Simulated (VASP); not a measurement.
# Cu16O (a cell with a defect) in VASP: single point with PBE

Aim: the single point of Cu16O (a cell with a defect) with PBE.

Everything below comes from runs of VASP 6.6.1. Logs are shortened: lines on timing, memory, paths and dates and some standing lists are left out, and cuts for length are marked.

### Step 1. The cell of the first run

The cell holds a defect, 17 atoms: a = 6.288 Å, b = 6.288 Å, c = 6.288 Å, α = 109.47°, β = 109.47°, γ = 109.47°.

### Step 2. Single point, PBE

The input, INCAR:

```
SYSTEM = Cu16O
  PREC = Accurate
  ENCUT = 520
  EDIFF = 1E-7
  ISMEAR = 1
  SIGMA = 0.1
  LREAL = Auto
  LASPH = .True.
  NELM = 60
  ALGO = Normal
  ISIF = 2
  LWAVE = .False.
  LCHARG = .True.
  GGA = PE
  LELF = .True.
  LVHAR = .True.
  NBANDS = 105
```

The input, KPOINTS:

```
regular mesh
0
Gamma
  4 4 4
  0 0 0
```

The input, POSCAR:

```
Cu16O
1.0
   -3.6303500600      3.6303500600      3.6303500600
    3.6303500600     -3.6303500600      3.6303500600
    3.6303500600      3.6303500600     -3.6303500600
Cu O
16 1
Direct
    0.0008253229      0.0006801916      0.0016592363
    0.0007007513      0.2505731306      0.7516203189
    0.0008673715      0.5005612553      0.5016063794
    0.0007492576      0.7505445513      0.2515664116
    0.2506984336      0.0005175224      0.7515859931
    0.2277949621      0.2275766179      0.5016138380
    0.2280127495      0.5007292447      0.2287209209
    0.2508650938      0.7506732708      0.0015966683
    0.5008004121      0.0007087265      0.5015930624
    0.5008683069      0.2278703936      0.2286630472
    0.5007342709      0.5006020779      0.0014328297
    0.5009687685      0.7736687363      0.7744135665
    0.7507211302      0.0005521630      0.2515895149
    0.7508052644      0.2506888499      0.0016105660
    0.7737800117      0.5007975101      0.7744621822
    0.7735612593      0.7733158598      0.5015128317
    0.5005398692      0.5003726293      0.5015227623
```

Potentials or basis: VASP PAW PBE potentials, release 64 (Cu, O).

Started as:

```
$ cat potpaw_PBE.64/Cu/POTCAR potpaw_PBE.64/O/POTCAR > POTCAR
$ mpirun -np 1 vasp_std > vasp.out
```

OUTCAR:

```text
SYSTEM = Cu16O
   PREC = Accurate
   ENCUT = 520
   EDIFF = 1E-7
   ISMEAR = 1
   LREAL = Auto
   LASPH = .True.
   NELM = 60
   ISIF = 2
   GGA = PE

 ion  position               nearest neighbor table
   1  0.001  0.001  0.002-   2 2.57   5 2.57  14 2.57  13 2.57   4 2.57   8 2.57  12 2.57  15 2.57
                             6 2.57  10 2.57   7 2.57  16 2.57
   2  0.001  0.251  0.752-   7 2.45   6 2.45  15 2.45  16 2.45  14 2.57   9 2.57   1 2.57   3 2.57
                            13 2.57  11 2.57   5 2.57   8 2.57
   3  0.001  0.501  0.502-   5 2.57   8 2.57  14 2.57   2 2.57  13 2.57   4 2.57   6 2.57  15 2.57
                            10 2.57   7 2.57  16 2.57  12 2.57
   4  0.001  0.751  0.252-   6 2.45   7 2.45  15 2.45  16 2.45  14 2.57  11 2.57   5 2.57   3 2.57
                            13 2.57   1 2.57   9 2.57   8 2.57
   5  0.251  0.001  0.752-   6 2.45  10 2.45  12 2.45  16 2.45   8 2.57   1 2.57   3 2.57   4 2.57
                             2 2.57  11 2.57   9 2.57  14 2.57
   6  0.228  0.228  0.502-  17 1.98   5 2.45   4 2.45  13 2.45   2 2.45  11 2.57   9 2.57   3 2.57
                             1 2.57
   7  0.228  0.501  0.229-  17 1.98   8 2.45   4 2.45   2 2.45  14 2.45   9 2.57  11 2.57   3 2.57
                             1 2.57
   8  0.251  0.751  0.002-   7 2.45  15 2.45  10 2.45  12 2.45   5 2.57  13 2.57  11 2.57   3 2.57
                             9 2.57   1 2.57   4 2.57   2 2.57
   9  0.501  0.001  0.502-   2 2.57  13 2.57   8 2.57  14 2.57   4 2.57   5 2.57  12 2.57   6 2.57
                             7 2.57  15 2.57  10 2.57  16 2.57
  10  0.501  0.228  0.229-  17 1.98  14 2.45   5 2.45  13 2.45   8 2.45  11 2.57   3 2.57   1 2.57
                             9 2.57
  11  0.501  0.501  0.001-   8 2.57  13 2.57  14 2.57   4 2.57   2 2.57   5 2.57   6 2.57  10 2.57
                             7 2.57  15 2.57  16 2.57  12 2.57
  12  0.501  0.774  0.774-  17 1.98  14 2.45   5 2.45  13 2.45   8 2.45   1 2.57   9 2.57  11 2.57
                             3 2.57
  13  0.751  0.001  0.252-   6 2.45  16 2.45  10 2.45  12 2.45   8 2.57   9 2.57  11 2.57   3 2.57
                             2 2.57   1 2.57   4 2.57  14 2.57
  14  0.751  0.251  0.002-  10 2.45  12 2.45   7 2.45  15 2.45   4 2.57   2 2.57  11 2.57   3 2.57
                             9 2.57   1 2.57   5 2.57  13 2.57
  15  0.774  0.501  0.774-  17 1.98   8 2.45   4 2.45   2 2.45  14 2.45   1 2.57   3 2.57  11 2.57
                             9 2.57
  16  0.774  0.773  0.502-  17 1.98   4 2.45   5 2.45  13 2.45   2 2.45   3 2.57  11 2.57   1 2.57
                             9 2.57
  17  0.501  0.500  0.502-   6 1.98   7 1.98  10 1.98  15 1.98  12 1.98  16 1.98

  LATTYP: Found a body centered cubic cell.
 ALAT       =     7.2607001200

  Lattice vectors:

 A1 = (  -3.6303500600,   3.6303500600,   3.6303500600)
 A2 = (   3.6303500600,  -3.6303500600,   3.6303500600)
 A3 = (   3.6303500600,   3.6303500600,  -3.6303500600)

Analysis of symmetry for initial positions (statically):
=====================================================================
 Subroutine PRICEL returns:
 Original cell was already a primitive cell.

 Routine SETGRP: Setting up the symmetry group for a
 body centered cubic supercell.

 Subroutine GETGRP returns: Found  1 space group operations
 (whereof  1 operations were pure point group operations)
 out of a pool of 48 trial point group operations.

The static configuration has the point symmetry C_1 .

Analysis of symmetry for dynamics (positions and initial velocities):
=====================================================================
 Subroutine PRICEL returns:
 Original cell was already a primitive cell.

 Routine SETGRP: Setting up the symmetry group for a
 body centered cubic supercell.

 Subroutine GETGRP returns: Found  1 space group operations
 (whereof  1 operations were pure point group operations)
 out of a pool of 48 trial point group operations.

The dynamic configuration has the point symmetry C_1 .

 Subroutine INISYM returns: Found  1 space group operations
 (whereof  1 operations are pure point group operations),
 and found     1 'primitive' translations

----------------------------------------------------------------------------------------

                                     Primitive cell

  volume of cell :     191.3839

  direct lattice vectors                    reciprocal lattice vectors
    -3.630350060  3.630350060  3.630350060     0.000000000  0.137727765  0.137727765
     3.630350060 -3.630350060  3.630350060     0.137727765  0.000000000  0.137727765
     3.630350060  3.630350060 -3.630350060     0.137727765  0.137727765  0.000000000

  length of vectors
     6.287950753  6.287950753  6.287950753     0.194776473  0.194776473  0.194776473

  position of ions in fractional coordinates (direct lattice)
     0.000825323  0.000680192  0.001659236
     0.000700751  0.250573131  0.751620319
     0.000867372  0.500561255  0.501606379
     0.000749258  0.750544551  0.251566412
     0.250698434  0.000517522  0.751585993
     0.227794962  0.227576618  0.501613838
[... 9 lines left out ...]
     0.773561259  0.773315860  0.501512832
     0.500539869  0.500372629  0.501522762

  ion indices of the primitive-cell ions
   primitive index   ion index
                 1           1
                 2           2
                 3           3
                 4           4
                 5           5
                 6           6
[... 9 lines left out ...]
                16          16
                17          17

----------------------------------------------------------------------------------------

 KPOINTS: regular mesh

Automatic generation of k-mesh.
 Grid dimensions read from file:
 generate k-points for:    4    4    4

 Generating k-lattice:

  Cartesian coordinates                     Fractional coordinates (reciprocal lattice)
     0.000000000  0.034431941  0.034431941     0.250000000  0.000000000  0.000000000
     0.034431941  0.000000000  0.034431941     0.000000000  0.250000000  0.000000000
     0.034431941  0.034431941  0.000000000     0.000000000  0.000000000  0.250000000

  Length of vectors
     0.048694118  0.048694118  0.048694118

  Shift w.r.t. Gamma in fractional coordinates (k-lattice)
     0.000000000  0.000000000  0.000000000

 Subroutine IBZKPT returns following result:
 ===========================================

 Found     36 irreducible k-points:

 Following reciprocal coordinates:
            Coordinates               Weight
  0.000000  0.000000  0.000000      1.000000
  0.250000  0.000000  0.000000      2.000000
  0.000000  0.250000  0.000000      2.000000
  0.000000  0.000000  0.250000      2.000000
  0.250000  0.000000 -0.250000      2.000000
  0.250000 -0.250000  0.000000      2.000000
[... 16 lines left out ...]
  0.000000  0.500000 -0.250000      2.000000
 -0.250000  0.500000 -0.250000      2.000000
 [... further k-points ...]
   k-points           NKPTS =     36   k-points in BZ     NKDIM =     36   number of bands    NBANDS=    105
   number of dos      NEDOS =    301   number of ions     NIONS =     17
   total plane-waves  NPLWV = 110592
   dimension x,y,z NGX =    48 NGY =   48 NGZ =   48
   dimension x,y,z NGXF=    96 NGYF=   96 NGZF=   96
   ions per type =              16   1
   NGX,Y,Z   is equivalent  to a cutoff of  12.69, 12.69, 12.69 a.u.
   NGXF,Y,Z  is equivalent  to a cutoff of  25.38, 25.38, 25.38 a.u.
 SYSTEM =  Cu16O
   PREC   = accura    normal or accurate (medium, high low for compatibility)
   ISTART =      0    job   : 0-new  1-cont  2-samecut
   ICHARG =      2    charge: 1-file 2-atom 10-const
   ISPIN  =      1    spin polarized calculation?
   LNONCOLLINEAR =      F non collinear calculations
   LSORBIT =      F    spin-orbit coupling
   LASPH  =      T    aspherical Exc in radial PAW
   ENCUT  =  520.0 eV  38.22 Ry    6.18 a.u.  11.69 11.69 11.69*2*pi/ulx,y,z
   NELM   =     60;   NELMIN=  2; NELMDL= -5     # of ELM steps
   EDIFF  = 0.1E-06   stopping-criterion for ELM
   LREAL  =      T    real-space projection
   EDIFFG = 0.1E-05   stopping-criterion for IOM
   NSW    =      0    number of steps for IOM
   IBRION =     -1    ionic relax: 0-MD 1-quasi-New 2-CG
   NFREE  =      0    steps in history (QN), initial steepest desc. (CG)
   ISIF   =      2    stress and relaxation
   ISYM   =      2    0-nonsym 1-usesym 2-fastsym
   POTIM  = 0.5000    time-step for ionic-motion
   TEBEG  =    0.0;   TEEND  =   0.0 temperature during run
   PSTRESS=    0.0 pullay stress
   NELECT =     182.0000    total number of electrons
   NUPDOWN=      -1.0000    fix difference up-down
   EMIN   =  10.00;   EMAX   =-10.00  energy-range for DOS
   EFERMI =   0.00;   METHOD = LEGACY
   ISMEAR =     1;   SIGMA  =   0.10  broadening in eV -4-tet -1-fermi 0-gaus
   EFERMI_NEDOS =   21; number of points for ismear=-14 and -15
   IALGO  =     38    algorithm
   IMIX   =      4    mixing-type and parameters
     AMIX     =   0.40;   BMIX     =  1.00
     AMIX_MAG =   1.60;   BMIX_MAG =  1.00
  volume/ion in A,a.u.               =      11.26        75.97
  Fermi-wavevector in a.u.,A,eV,Ry     =   1.609892  3.042255 35.262938  2.591753
  Thomas-Fermi vector in A             =   2.705530
   LORBIT       =      0    0 simple, 1 ext, 2 COOP (PROOUT), +10 PAW based schemes
   GGA     = PE    functional components
   LHFCALC =     F    Hartree Fock is set to
   AEXX    =    0.0000 exact exchange contribution
   IVDW    =     0    specifies the selected vdW correction
   LEPSILON=     F    determine dielectric tensor
   LRPA    =     F    only Hartree local field effects (RPA)
 non-spin polarized calculation
 Methfessel and Paxton  Order N= 1 SIGMA  =   0.10
  energy-cutoff  :      520.00
  volume of cell :      191.38
 maximum number of plane-waves:      5233
 NGX is ok and might be reduce to    48
   NGX = 23   NGY = 23   NGZ = 23

 number of electron     181.9999836 magnetization

 Free energy of the ion-electron system (eV)
  ---------------------------------------------------
  ext. energy  EPLUGINS =         0.00000000
  ---------------------------------------------------
  free energy    TOTEN  =       -64.09847075 eV

  energy without entropy =      -64.08676958  energy(sigma->0) =      -64.09457036

 E-fermi :   7.8711     XC(G=0): -12.8286

 val. band max:        7.8617219498   @ k =   0.2500   0.2500   0.0000
 cond. band min:       7.9678804117   @ k =   0.5000   0.5000   0.0000
 fundamental gap:      0.1061584619
 Fermi energy:         7.8711423187

 k-point     1 :       0.0000    0.0000    0.0000
  band No.  band energies     occupation
      1     -12.2225      2.00000
      2      -1.2216      2.00000
      3       0.6085      2.00000
      4       0.6088      2.00000
      5       0.6092      2.00000
      6       2.8479      2.00000
[... 95 lines left out ...]
    102      14.5455      0.00000
    103      15.8611      0.00000

 k-point     2 :       0.2500    0.0000    0.0000
  band No.  band energies     occupation
      1     -12.2205      2.00000
      2      -0.9852      2.00000
      3       0.5279      2.00000
      4       0.5307      2.00000
      5       0.5893      2.00000
      6       1.8683      2.00000
[... 2324 lines left out ...]
 k-point    24 :      -0.2500    0.5000   -0.2500
  band No.  band energies     occupation
      1     -12.2186      2.00000
      2      -0.5822      2.00000
      3       0.1212      2.00000
      4       0.4278      2.00000
      5       0.8304      2.00000
      6       1.5138      2.00000
[... 95 lines left out ...]
    102      12.9287      0.00000
    103      13.7469      0.00000

 [... further k-points ...]

 [bands above 103 left out]

------------------------ aborting loop because EDIFF is reached ----------------------------------------

  FORCE on cell =-STRESS in cart. coord.  units (eV):
  Direction    XX          YY          ZZ          XY          YZ          ZX
  --------------------------------------------------------------------------------------
  -------------------------------------------------------------------------------------
  Total       12.0172745     12.0171240     12.0100773     -0.0002672      0.0003134      0.0002697
  in kB      100.6030293    100.6017694    100.5427781     -0.0022365      0.0026238      0.0022577
  external PRESSURE =     100.5825256 kB  Pullay stress =       0.0000000 kB

 VOLUME and BASIS-vectors are now :
 -----------------------------------------------------------------------------
  energy-cutoff  :      520.00
  volume of cell :      191.38
      direct lattice vectors                 reciprocal lattice vectors
    -3.630350060  3.630350060  3.630350060     0.000000000  0.137727765  0.137727765
     3.630350060 -3.630350060  3.630350060     0.137727765  0.000000000  0.137727765
     3.630350060  3.630350060 -3.630350060     0.137727765  0.137727765  0.000000000

 POSITION                                       TOTAL-FORCE (eV/Angst)
 -----------------------------------------------------------------------------------
      0.00550      0.00655     -0.00056        -0.000086      0.000229     -0.000059
      3.63577      1.82152     -1.81643        -0.001621      0.000158      0.000092
      3.63507      0.00694     -0.00065         0.000755     -0.000591     -0.000026
      3.63529     -1.80875      1.81419         0.000525     -0.000143      0.000072
      1.82028      3.63676     -1.81652        -0.000207     -0.000271      0.001252
      1.82024      1.82183     -0.16788         0.000734     -0.000638     -0.004583
[... 9 lines left out ...]
      1.81978      1.82156      3.79504         0.002226      0.000279      0.007087
      1.82010      1.82131      1.81296        -0.002098     -0.002309      0.003386
 -----------------------------------------------------------------------------------
    total drift:                               -0.001577     -0.001925      0.001956

  FREE ENERGIE OF THE ION-ELECTRON SYSTEM (eV)
  ---------------------------------------------------
  free  energy   TOTEN  =       -64.0984707498 eV

  energy  without entropy=      -64.0867695792  energy(sigma->0) =      -64.09457036
```

It took 37 min on 1 thread of Oxide Virtual Turin-like, shared host; peak memory 0.58 GiB.

What came out:

- Free energy: -64.0985 eV
- Pressure: 10.1 GPa
- Largest force: 0.008 eV/Å
- Band gap on the k mesh: zero (bands 91 and 92 overlap by 1.24 eV)

Forces on the atoms (eV/Å):
```
Cu   0.000  0.000  0.000
Cu  -0.002  0.000  0.000
Cu   0.001 -0.001  0.000
Cu   0.001  0.000  0.000
Cu   0.000  0.000  0.001
Cu   0.001 -0.001 -0.005
Cu   0.000 -0.007 -0.001
Cu   0.000 -0.001  0.000
Cu   0.000  0.000 -0.001
Cu  -0.007  0.002 -0.002
Cu   0.001  0.001 -0.001
Cu   0.007  0.001 -0.004
Cu   0.000 -0.001  0.001
Cu  -0.001  0.000  0.001
Cu  -0.001  0.007 -0.002
Cu   0.002  0.000  0.007
O   -0.002 -0.002  0.003
```
